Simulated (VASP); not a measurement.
# GaN in VASP: notebook, part 2 of 2

VASP 6.6.1.

## 3. Single point, PBEsol

Contents of INCAR:

```
SYSTEM = GaN
  ALGO = Normal
  EDIFF = 1E-6
  ENCUT = 520
  GGA = PS
  ISIF = 2
  ISMEAR = 0
  LASPH = .TRUE.
  LCHARG = .TRUE.
  LELF = .TRUE.
  LREAL = .FALSE.
  LVHAR = .TRUE.
  LWAVE = .FALSE.
  NBANDS = 26
  NELM = 100
  PREC = Accurate
  SIGMA = 0.05
```

Contents of KPOINTS:

```
k-points
0
G
  8 8 6
  0 0 0
```

Contents of POSCAR:

```
GaN
1.0
    0.0000000000     -2.2490913701     -2.3390550249
    0.0000000000      2.2490913701     -2.3390550249
    4.6781100497      0.0000000000      0.0000000000
Ga N
2 2
Direct
    0.4976558961      0.4976558961      0.5000000000
    0.0023441039      0.0023441039      0.0000000000
    0.0193411440      0.4806588560      0.2500000000
    0.4806588560      0.0193411440      0.7500000000
```

Potentials or basis: VASP PAW PBE potentials, release 64 (Ga_d, N).

Started as:

```bash
$ cat potpaw_PBE.64/Ga_d/POTCAR potpaw_PBE.64/N/POTCAR > POTCAR
$ mpirun -np 1 vasp_std > vasp.out
```

It took 1.8 min on 1 thread of Intel Xeon Platinum 8488C (Sapphire Rapids), shared host; peak memory 0.21 GiB.

It converged, with:

| Quantity | Value |
| --- | --- |
| Free energy | -25.9543 eV |
| Pressure | -11.7 GPa |
| Largest force | 1.241 eV/Å |
| Band gap on the k mesh | 1.11 eV |

Forces on the atoms (eV/Å):
```
Ga   0.000  0.000 -0.615
Ga   0.000  0.000  0.615
N    0.000  1.241  0.000
N    0.000 -1.241  0.000
```

Stress tensor (GPa, compression positive):
```
-12.62   0.00   0.00
  0.00  -9.28   0.00
  0.00   0.00 -13.15
```

Levels at points of the mesh, in eV from the valence-band top:
| k point | band 15 | band 16 | band 17 | band 18 | band 19 | band 20 | band 21 | band 22 |
| --- | --- | --- | --- | --- | --- | --- | --- | --- |
| (0.00, 0.00, 0.00) | -2.48 | -0.18 | -0.13 | 0.00 | 1.11 | 3.23 | 6.20 | 9.47 |
| (0.50, 0.00, 0.00) | -3.43 | -3.04 | -1.08 | -0.84 | 5.61 | 5.79 | 7.20 | 7.21 |
| (0.50, 0.50, 0.00) | -2.82 | -2.79 | -2.53 | -2.40 | 3.03 | 3.12 | 5.68 | 6.21 |
| (0.00, 0.00, 0.50) | -1.44 | -1.44 | -1.34 | -1.34 | 4.01 | 4.01 | 6.83 | 6.83 |
| (0.50, 0.00, 0.50) | -1.18 | -1.18 | -0.80 | -0.80 | 3.94 | 3.94 | 8.03 | 8.03 |
| (0.50, 0.50, 0.50) | -3.58 | -3.58 | -3.30 | -3.30 | 5.58 | 5.58 | 7.62 | 7.62 |

Caveat: the PAW data sets were made with another functional, which shifts forces and pressure a little. Expect the measured gap to be larger: semilocal functionals such as PBEsol lack the derivative discontinuity.

## 4. Single point, PBEsol

Contents of INCAR:

```
PREC = Accurate
ENCUT = 520
EDIFF = 1E-6
ISMEAR = 0
SIGMA = 0.05
LREAL = F
LASPH = T
NELM = 100
ALGO = Normal
ISIF = 2
LWAVE = F
LCHARG = F
GGA = PS
NBANDS = 26
```

Contents of KPOINTS:

```
Automatic mesh
0
Gamma
  8 8 6
```

Contents of POSCAR:

```
GaN
1.0
    0.0000000000     -2.2490913701     -2.3390550249
    0.0000000000      2.2490913701     -2.3390550249
    4.6781100497      0.0000000000      0.0000000000
Ga N
2 2
Direct
    0.5000000000      0.5000000000      0.5000000000
    0.0000000000      0.0000000000      0.0000000000
    0.0000000000      0.5000000000      0.2500000000
    0.5000000000      0.0000000000      0.7500000000
```

Potentials or basis: VASP PAW PBE potentials, release 64 (Ga_d, N).

Started as:

```bash
$ cat potpaw_PBE.64/Ga_d/POTCAR potpaw_PBE.64/N/POTCAR > POTCAR
$ mpirun -np 1 vasp_std > vasp.out
```

OUTCAR:

```text
PREC = Accurate
   ENCUT = 520
   EDIFF = 1E-6
   ISMEAR = 0
   LREAL = F
   LASPH = T
   NELM = 100
   ISIF = 2
   GGA = PS

 ion  position               nearest neighbor table
   1  0.500  0.500  0.500-   3 2.00   4 2.00   4 2.00   3 2.00
   2  0.000  0.000  0.000-   3 2.00   4 2.00   3 2.00   4 2.00
   3  0.000  0.500  0.250-   1 2.00   2 2.00   2 2.00   1 2.00
   4  0.500  0.000  0.750-   1 2.00   2 2.00   1 2.00   2 2.00

  LATTYP: Found a base centered orthorhombic cell.
 ALAT       =     4.4981827402
 B/A-ratio  =     1.0400000000
 C/A-ratio  =     1.0400000000

  Lattice vectors:

 A1 = (   0.0000000000,  -2.2490913701,   2.3390550249)
 A2 = (   0.0000000000,  -2.2490913701,  -2.3390550249)
 A3 = (   4.6781100497,   0.0000000000,   0.0000000000)

Analysis of symmetry for initial positions (statically):
=====================================================================
 Subroutine PRICEL returns following result:

  LATTYP: Found a body centered tetragonal cell.
 ALAT       =     3.3079233393
 C/A-ratio  =     1.3598207331

[... 185 lines left out ...]

  energy without entropy =      -26.06915659  energy(sigma->0) =      -26.06915659

 E-fermi :   4.7820     XC(G=0): -11.5194

 val. band max:        4.4989935573   @ k =   0.0000   0.0000   0.0000
 cond. band min:       5.6045962437   @ k =   0.0000   0.0000   0.0000
 fundamental gap:      1.1056026864
 Fermi energy:         4.7819836083

 k-point     1 :       0.0000    0.0000    0.0000
  band No.  band energies     occupation
      1     -10.9418      2.00000
      2     -10.1281      2.00000
      3      -8.9832      2.00000
      4      -8.9832      2.00000
      5      -8.9473      2.00000
      6      -8.8879      2.00000
[... 685 lines left out ...]
     25      14.7471      0.00000
     26      16.3561      0.00000

 [... further k-points ...]

------------------------ aborting loop because EDIFF is reached ----------------------------------------

  FORCE on cell =-STRESS in cart. coord.  units (eV):
  Direction    XX          YY          ZZ          XY          YZ          ZX
  --------------------------------------------------------------------------------------
  -------------------------------------------------------------------------------------
  Total       -4.3506931     -2.9178890     -4.3448788      0.0000000      0.0000000      0.0000000
  in kB     -141.6188514    -94.9798302   -141.4295895      0.0000000      0.0000000      0.0000000
  external PRESSURE =    -126.0094237 kB  Pullay stress =       0.0000000 kB

 VOLUME and BASIS-vectors are now :
 -----------------------------------------------------------------------------
  energy-cutoff  :      520.00
  volume of cell :       49.22
      direct lattice vectors                 reciprocal lattice vectors
     0.000000000 -2.249091370 -2.339055025     0.000000000 -0.222312000 -0.213761538
     0.000000000  2.249091370 -2.339055025     0.000000000  0.222312000 -0.213761538
     4.678110050  0.000000000  0.000000000     0.213761538  0.000000000  0.000000000

 POSITION                                       TOTAL-FORCE (eV/Angst)
 -----------------------------------------------------------------------------------
      2.33906      0.00000     -2.33906         0.000000      0.000000      0.000000
      0.00000      0.00000      0.00000        -0.000000      0.000000      0.000000
      1.16953      1.12455     -1.16953        -0.000000     -0.000000      0.000000
      3.50858     -1.12455     -1.16953        -0.000000     -0.000000      0.000000
 -----------------------------------------------------------------------------------
    total drift:                               -0.000000     -0.000001     -0.000000

  FREE ENERGIE OF THE ION-ELECTRON SYSTEM (eV)
  ---------------------------------------------------
  free  energy   TOTEN  =       -26.0691565868 eV

  energy  without entropy=      -26.0691565868  energy(sigma->0) =      -26.06915659
```

stdout:

```text
POSCAR found type information on POSCAR GaN
 POSCAR found :  2 types and       4 ions
 scaLAPACK will be used
 -----------------------------------------------------------------------------
|                                                                             |
|                                                                             |
|     You enforced a specific xc type in the INCAR file but a different       |
|     I HOPE YOU KNOW WHAT YOU ARE DOING!                                     |
|                                                                             |
 -----------------------------------------------------------------------------

 LDA part: xc-table for (Slater+PW92), standard interpolation
 POSCAR, INCAR and KPOINTS ok, starting setup
 FFT: planning ... GRIDC
 FFT: planning ... GRID_SOFT
 FFT: planning ... GRID
 WAVECAR not read
 entering main loop
```

Wall time 1.7 min (1 thread of Intel Xeon Platinum 8488C (Sapphire Rapids), shared host); peak memory 0.21 GiB.

What came out:

| Quantity | Value |
| --- | --- |
| Free energy | -26.0692 eV |
| Pressure | -12.6 GPa |
| Band gap on the k mesh | 1.11 eV |

Levels at points of the mesh, in eV from the valence-band top:
```
           k point  band 16  band 17  band 18  band 19  band 20  band 21
(0.00, 0.00, 0.00)    -0.17    -0.17     0.00     1.11     3.17     6.22
(0.50, 0.00, 0.00)    -3.24    -0.98    -0.98     5.76     5.76     7.18
(0.50, 0.50, 0.00)    -2.78    -2.50    -2.49     2.96     3.17     5.63
(0.00, 0.00, 0.50)    -1.46    -1.37    -1.37     4.07     4.07     6.85
(0.50, 0.00, 0.50)    -1.14    -0.87    -0.87     3.93     3.93     8.16
(0.50, 0.50, 0.50)    -3.52    -3.45    -3.45     5.78     5.78     7.46
```

Caveat: the PAW data sets were made with another functional, which shifts forces and pressure a little. As with any semilocal functional, this PBEsol gap is likely too small.

## 5. Single point, PBEsol

Contents of INCAR:

```
SYSTEM = GaN
ALGO     = Normal         ! electronic algorithm
EDIFF    = 1E-6           ! SCF threshold, eV
ENCUT    = 520            ! plane-wave cutoff, eV
GGA      = PS             ! functional
ISIF     = 2              ! what is computed and relaxed
ISMEAR   = 0              ! smearing method
LASPH    = .True.         ! aspherical terms in the spheres
LCHARG   = .False.        ! write CHGCAR
LREAL    = .False.        ! projectors in reciprocal space
LWAVE    = .False.        ! write WAVECAR
NBANDS   = 26             ! bands
NELM     = 80             ! most SCF steps
PREC     = Accurate       ! precision mode
SIGMA    = 0.05           ! smearing width, eV
```

Contents of KPOINTS:

```
k-points
0
Gamma
  8 8 6
  0 0 0
```

Contents of POSCAR:

```
GaN
1.0
    0.0000000000     -2.2490913701     -2.3390550249
    0.0000000000      2.2490913701     -2.3390550249
    4.6781100497      0.0000000000      0.0000000000
Ga N
2 2
Direct
    0.4984372640      0.4984372640      0.5000000000
    0.0015627360      0.0015627360      0.0000000000
    0.0128940960      0.4871059040      0.2500000000
    0.4871059040      0.0128940960      0.7500000000
```

Started as:

```bash
$ cat potpaw_PBE.64/Ga_d/POTCAR potpaw_PBE.64/N/POTCAR > POTCAR
$ mpirun -np 1 vasp_std > vasp.out
```

Run time: 90 s. Hardware: 1 thread of Intel Xeon Platinum 8488C (Sapphire Rapids), shared host; peak memory 0.21 GiB.

The run converged. Its results:

| Quantity | Value |
| --- | --- |
| Free energy | -26.0181 eV |
| Pressure | -12.2 GPa |
| Largest force | 0.829 eV/Å |
| Band gap on the k mesh | 1.11 eV |

Forces in eV/Å, atoms in the order of the input:
```
Ga   0.000  0.000 -0.407
Ga   0.000  0.000  0.407
N    0.000  0.829  0.000
N    0.000 -0.829  0.000
```

Stress tensor (GPa, compression positive):
```
-13.46   0.00   0.00
  0.00  -9.38   0.00
  0.00   0.00 -13.69
```

Levels at points of the mesh, in eV from the valence-band top:
```tsv
k point	band 15	band 16	band 17	band 18	band 19	band 20	band 21	band 22
(0.00, 0.00, 0.00)	-2.49	-0.17	-0.15	0.00	1.11	3.20	6.21	9.58
(0.50, 0.00, 0.00)	-3.37	-3.11	-1.05	-0.89	5.67	5.79	7.19	7.19
(0.50, 0.50, 0.00)	-2.80	-2.78	-2.51	-2.45	2.99	3.15	5.65	6.22
(0.00, 0.00, 0.50)	-1.45	-1.45	-1.36	-1.36	4.04	4.04	6.84	6.84
(0.50, 0.00, 0.50)	-1.16	-1.16	-0.83	-0.83	3.94	3.94	8.10	8.10
(0.50, 0.50, 0.50)	-3.56	-3.56	-3.37	-3.37	5.68	5.68	7.54	7.54
```

Caveat: the PAW data sets were made with another functional, which shifts forces and pressure a little.
